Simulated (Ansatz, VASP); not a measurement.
# One calculation of NiO2, two programs

```
Ni O
1.0
     2.80281    0.00000    0.00000
    -1.40141    2.42731    0.00000
     0.00000    0.00000    4.90604
Ni O
1 2
Cartesian
  0.0000 0.0000 2.4530
  1.4014 0.8091 3.4970
  0.0000 1.6182 1.4090
```

Alike in both runs: task single point; functional PBEsol; k mesh 12 × 12 × 6; occupations gaussian, width 0.05 eV; no spin polarisation.

|  | VASP | Ansatz |
| --- | --- | --- |
| version | VASP 6.6.1 | Ansatz 0.2.0 |
| potentials or method | VASP PAW PBE potentials, release 64 (Ni, O), cutoff 520 eV | scalar-relativistic, plane waves, PAW |
| valence electrons in the cell | 22 | 30 |

|  | VASP | Ansatz | Ansatz less VASP |
| --- | --- | --- | --- |
| gap on the k mesh at the Fermi level (eV) | 0.89 | 0.91 | +0.024 |
| least direct gap on the mesh (eV) | 1.00 | 1.02 | +0.019 |
| pressure (GPa) | -15.0 | -15.5 | -0.56 |
| traceless stress, the component that is largest in VASP (GPa) | -4.43 | -4.34 | +0.085 |
| rms of the force components (eV/Å) | 0.904 | 0.938 | +0.0340 |

VASP's potentials were made for PBE, not for PBEsol. Atom by atom the forces differ by 0.034 eV/Å (rms over components). The functional is the same, so the differences come from potentials, cutoffs and numerics. VASP's potentials hold 22 valence electrons a cell and Ansatz's 30, so a difference there can come from the potentials and not from the codes.
